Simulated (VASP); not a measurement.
# SiC (P6_3mc) in VASP: further runs, part 3 of 3

VASP 6.6.1. Earlier steps stand in the parts before.

## (6) Single point, PBE

This run uses another cell than the first one, of 10.50 Å³/atom.

Contents of INCAR:

```
SYSTEM = SiC
PREC     = Accurate       ! precision mode
ENCUT    = 600            ! plane-wave cutoff, eV
EDIFF    = 1E-6           ! SCF threshold, eV
ISMEAR   = 0              ! smearing method
SIGMA    = 0.01           ! smearing width, eV
LREAL    = .False.        ! projectors in reciprocal space
LASPH    = .True.         ! aspherical terms in the spheres
NELM     = 120            ! most SCF steps
ALGO     = Normal         ! electronic algorithm
ISIF     = 2              ! what is computed and relaxed
LWAVE    = .False.        ! write WAVECAR
LCHARG   = .False.        ! write CHGCAR
GGA      = PE             ! functional
NBANDS   = 16             ! bands
GGA_COMPAT= .False.
```

Contents of KPOINTS:

```
regular mesh
0
Gamma
  6 6 4
  0 0 0
```

Contents of POSCAR:

```
SiC
1.0
    3.0923358312      0.0000000000      0.0000000000
   -1.5461679156      2.6780413869      0.0000000000
    0.0000000000      0.0000000000      5.0729595448
Si C
2 2
Direct
    0.3333333333      0.6666666667      0.0045226204
    0.6666666667      0.3333333333      0.5045226204
    0.3333333333      0.6666666667      0.3804773796
    0.6666666667      0.3333333333      0.8804773796
```

Potentials or basis: VASP PAW PBE potentials, release 64 (Si, C).

The run is started by

```
$ cat potpaw_PBE.64/Si/POTCAR potpaw_PBE.64/C/POTCAR > POTCAR
$ mpirun -np 1 vasp_std > vasp.out
```

OUTCAR:

```text
SYSTEM = SiC
   PREC = Accurate
   ENCUT = 600
   EDIFF = 1E-6
   ISMEAR = 0
   LREAL = .False.
   LASPH = .True.
   NELM = 120
   ISIF = 2
   GGA = PE

 ion  position               nearest neighbor table
   1  0.333  0.667  0.005-   4 1.89   4 1.89   4 1.89   3 1.91   2 3.10   2 3.10   2 3.10   2 3.10
                             2 3.10   2 3.10
   2  0.667  0.333  0.505-   3 1.89   3 1.89   3 1.89   4 1.91   1 3.10   1 3.10   1 3.10   1 3.10
                             1 3.10   1 3.10
   3  0.333  0.667  0.380-   2 1.89   2 1.89   2 1.89   1 1.91
   4  0.667  0.333  0.880-   1 1.89   1 1.89   1 1.89   2 1.91

  LATTYP: Found a hexagonal cell.
 ALAT       =     3.0923358312
 C/A-ratio  =     1.6404943776

  Lattice vectors:

 A1 = (   3.0923358312,   0.0000000000,   0.0000000000)
 A2 = (  -1.5461679156,   2.6780413869,   0.0000000000)
 A3 = (   0.0000000000,   0.0000000000,   5.0729595448)

Analysis of symmetry for initial positions (statically):
=====================================================================
 Subroutine PRICEL returns:
 Original cell was already a primitive cell.

 Routine SETGRP: Setting up the symmetry group for a
 hexagonal supercell.

 Subroutine GETGRP returns: Found 12 space group operations
 (whereof  6 operations were pure point group operations)
 out of a pool of 24 trial point group operations.

The static configuration has the point symmetry C_3v.
 The point group associated with its full space group is C_6v.

Analysis of symmetry for dynamics (positions and initial velocities):
=====================================================================
 Subroutine PRICEL returns:
 Original cell was already a primitive cell.

 Routine SETGRP: Setting up the symmetry group for a
 hexagonal supercell.

 Subroutine GETGRP returns: Found 12 space group operations
 (whereof  6 operations were pure point group operations)
 out of a pool of 24 trial point group operations.

The dynamic configuration has the point symmetry C_3v.
 The point group associated with its full space group is C_6v.

 Subroutine INISYM returns: Found 12 space group operations
 (whereof  6 operations are pure point group operations),
 and found     1 'primitive' translations

----------------------------------------------------------------------------------------

                                     Primitive cell

  volume of cell :      42.0112

  direct lattice vectors                    reciprocal lattice vectors
     3.092335831  0.000000000  0.000000000     0.323380142  0.186703612  0.000000000
    -1.546167916  2.678041387  0.000000000     0.000000000  0.373407224  0.000000000
     0.000000000  0.000000000  5.072959545     0.000000000  0.000000000  0.197123591

  length of vectors
     3.092335831  3.092335831  5.072959545     0.373407224  0.373407224  0.197123591

  position of ions in fractional coordinates (direct lattice)
     0.333333333  0.666666667  0.004522620
     0.666666667  0.333333333  0.504522620
     0.333333333  0.666666667  0.380477380
     0.666666667  0.333333333  0.880477380

  ion indices of the primitive-cell ions
   primitive index   ion index
                 1           1
                 2           2
                 3           3
[... 27 lines left out ...]

 Following reciprocal coordinates:
            Coordinates               Weight
  0.000000  0.000000  0.000000      1.000000
  0.166667  0.000000  0.000000      6.000000
  0.333333  0.000000  0.000000      6.000000
  0.500000  0.000000  0.000000      3.000000
  0.166667  0.166667  0.000000      6.000000
  0.333333  0.166667  0.000000     12.000000
[... 13 lines left out ...]
  0.333333  0.166667  0.500000     12.000000
  0.333333  0.333333  0.500000      2.000000
   k-points           NKPTS =     21   k-points in BZ     NKDIM =     21   number of bands    NBANDS=     16
   number of dos      NEDOS =    301   number of ions     NIONS =      4
   total plane-waves  NPLWV =  32928
   dimension x,y,z NGX =    28 NGY =   28 NGZ =   42
   dimension x,y,z NGXF=    56 NGYF=   56 NGZF=   84
   ions per type =               2   2
   NGX,Y,Z   is equivalent  to a cutoff of  15.05, 15.05, 13.76 a.u.
   NGXF,Y,Z  is equivalent  to a cutoff of  30.11, 30.11, 27.53 a.u.
 SYSTEM =  SiC
   PREC   = accura    normal or accurate (medium, high low for compatibility)
   ISTART =      0    job   : 0-new  1-cont  2-samecut
   ICHARG =      2    charge: 1-file 2-atom 10-const
   ISPIN  =      1    spin polarized calculation?
   LNONCOLLINEAR =      F non collinear calculations
   LSORBIT =      F    spin-orbit coupling
   LASPH  =      T    aspherical Exc in radial PAW
   ENCUT  =  600.0 eV  44.10 Ry    6.64 a.u.   6.18  6.18 10.13*2*pi/ulx,y,z
   NELM   =    120;   NELMIN=  2; NELMDL= -5     # of ELM steps
   EDIFF  = 0.1E-05   stopping-criterion for ELM
   LREAL  =      F    real-space projection
   EDIFFG = 0.1E-04   stopping-criterion for IOM
   NSW    =      0    number of steps for IOM
   IBRION =     -1    ionic relax: 0-MD 1-quasi-New 2-CG
   NFREE  =      0    steps in history (QN), initial steepest desc. (CG)
   ISIF   =      2    stress and relaxation
   ISYM   =      2    0-nonsym 1-usesym 2-fastsym
   POTIM  = 0.5000    time-step for ionic-motion
   TEBEG  =    0.0;   TEEND  =   0.0 temperature during run
   PSTRESS=    0.0 pullay stress
   NELECT =      16.0000    total number of electrons
   NUPDOWN=      -1.0000    fix difference up-down
   EMIN   =  10.00;   EMAX   =-10.00  energy-range for DOS
   EFERMI =   0.00;   METHOD = LEGACY
   ISMEAR =     0;   SIGMA  =   0.01  broadening in eV -4-tet -1-fermi 0-gaus
   EFERMI_NEDOS =   21; number of points for ismear=-14 and -15
   IALGO  =     38    algorithm
   IMIX   =      4    mixing-type and parameters
     AMIX     =   0.40;   BMIX     =  1.00
     AMIX_MAG =   1.60;   BMIX_MAG =  1.00
  volume/ion in A,a.u.               =      10.50        70.88
  Fermi-wavevector in a.u.,A,eV,Ry     =   1.186660  2.242463 19.159213  1.408162
  Thomas-Fermi vector in A             =   2.322828
   LORBIT       =      0    0 simple, 1 ext, 2 COOP (PROOUT), +10 PAW based schemes
   GGA     = PE    functional components
   LHFCALC =     F    Hartree Fock is set to
   AEXX    =    0.0000 exact exchange contribution
   IVDW    =     0    specifies the selected vdW correction
   LEPSILON=     F    determine dielectric tensor
   LRPA    =     F    only Hartree local field effects (RPA)
 non-spin polarized calculation
 Gauss-broadening in eV      SIGMA  =   0.01
  energy-cutoff  :      600.00
  volume of cell :       42.01
 maximum number of plane-waves:      1420
 NGX is ok and might be reduce to    28
   NGX = 13   NGY = 13   NGZ = 21

 number of electron      16.0000000 magnetization

 Free energy of the ion-electron system (eV)
  ---------------------------------------------------
  ext. energy  EPLUGINS =         0.00000000
  ---------------------------------------------------
  free energy    TOTEN  =       -30.10258716 eV

  energy without entropy =      -30.10258716  energy(sigma->0) =      -30.10258716

 E-fermi :   8.1689     XC(G=0): -11.2815

 val. band max:        8.0851779505   @ k =   0.0000   0.0000   0.0000
 cond. band min:      10.3917238367   @ k =   0.3333   0.3333   0.0000
 fundamental gap:      2.3065458863
 Fermi energy:         8.1689011323

 k-point     1 :       0.0000    0.0000    0.0000
  band No.  band energies     occupation
      1      -7.3598      2.00000
      2      -3.8479      2.00000
      3      -0.5205      2.00000
      4       6.7739      2.00000
      5       6.7739      2.00000
      6       7.9819      2.00000
[... 376 lines left out ...]
      3       0.3847      2.00000
      4       0.3847      2.00000
      5       2.5253      2.00000
      6       2.5253      2.00000
[... 8 lines left out ...]
     15      19.6569      0.00000
     16      19.6569      0.00000

------------------------ aborting loop because EDIFF is reached ----------------------------------------

  FORCE on cell =-STRESS in cart. coord.  units (eV):
  Direction    XX          YY          ZZ          XY          YZ          ZX
  --------------------------------------------------------------------------------------
  -------------------------------------------------------------------------------------
  Total       -0.0478511     -0.0478511     -0.0465853      0.0000000      0.0000000      0.0000000
  in kB       -1.8248915     -1.8248915     -1.7766187      0.0000000      0.0000000      0.0000000
  external PRESSURE =      -1.8088005 kB  Pullay stress =       0.0000000 kB

 VOLUME and BASIS-vectors are now :
 -----------------------------------------------------------------------------
  energy-cutoff  :      600.00
  volume of cell :       42.01
      direct lattice vectors                 reciprocal lattice vectors
     3.092335831  0.000000000  0.000000000     0.323380142  0.186703612  0.000000000
    -1.546167916  2.678041387  0.000000000     0.000000000  0.373407224  0.000000000
     0.000000000  0.000000000  5.072959545     0.000000000  0.000000000  0.197123591

 POSITION                                       TOTAL-FORCE (eV/Angst)
 -----------------------------------------------------------------------------------
     -0.00000      1.78536      0.02294        -0.000000      0.000000     -0.000032
      1.54617      0.89268      2.55942         0.000000      0.000000     -0.000032
     -0.00000      1.78536      1.93015        -0.000000      0.000000      0.000032
      1.54617      0.89268      4.46663         0.000000     -0.000000      0.000032
 -----------------------------------------------------------------------------------
    total drift:                               -0.000000      0.000000      0.000493

  FREE ENERGIE OF THE ION-ELECTRON SYSTEM (eV)
  ---------------------------------------------------
  free  energy   TOTEN  =       -30.1025871613 eV

  energy  without entropy=      -30.1025871613  energy(sigma->0) =      -30.10258716
```

Run time: 26 s. Hardware: 1 thread of Intel Xeon Platinum 8375C at 2.90GHz (Ice Lake), shared host; peak memory 0.17 GiB.

What came out:

* Free energy: -30.1026 eV
* Pressure: -0.2 GPa
* Band gap on the k mesh: 2.31 eV (least direct gap 3.94 eV)

Levels at points of the mesh, in eV from the valence-band top:
```
           k point  band 5  band 6  band 7  band 8  band 9  band 10  band 11  band 12
(0.00, 0.00, 0.00)   -1.31   -0.10    0.00    0.00    4.67     6.05     6.57     6.57
(0.50, 0.00, 0.00)   -5.37   -3.29   -3.24   -1.19    2.75     4.21     6.76     7.07
(0.00, 0.00, 0.50)   -0.71   -0.71   -0.71   -0.71    5.76     5.76     7.26     7.26
(0.50, 0.00, 0.50)   -2.42   -2.42   -2.31   -2.31    3.25     3.25     5.19     5.19
```

A k mesh can miss the band edges.

## (7) Summary

| cell | gap on the mesh (eV) | pressure (GPa) |
| --- | --- | --- |
| a = 2.951, b = 2.951, c = 4.833 Å, angles 90.0, 90.0, 120.0°, 4 atoms | 2.05 | 39.7 |
| a = 3.012, b = 3.012, c = 4.937 Å, angles 90.0, 90.0, 120.0°, 4 atoms | 2.16 | 19.8 |
| a = 2.979, b = 2.979, c = 4.882 Å, angles 90.0, 90.0, 120.0°, 4 atoms | 2.10 | 29.7 |
| a = 3.049, b = 3.049, c = 4.999 Å, angles 90.0, 90.0, 120.0°, 4 atoms | 2.23 | 9.8 |
| a = 3.092, b = 3.092, c = 5.073 Å, angles 90.0, 90.0, 120.0°, 4 atoms | 2.31 | -0.2 |

Alike in all rows: task single point; level PBE; potentials or basis VASP PAW PBE potentials, release 64 (Si, C); no spin polarisation; k mesh 6 × 6 × 4; cutoff (eV) 600; smearing gaussian 0.01 eV.

Caveats: the cell stands under pressure (at least some runs).

Absolute energies hang on the potentials; compare differences alone.
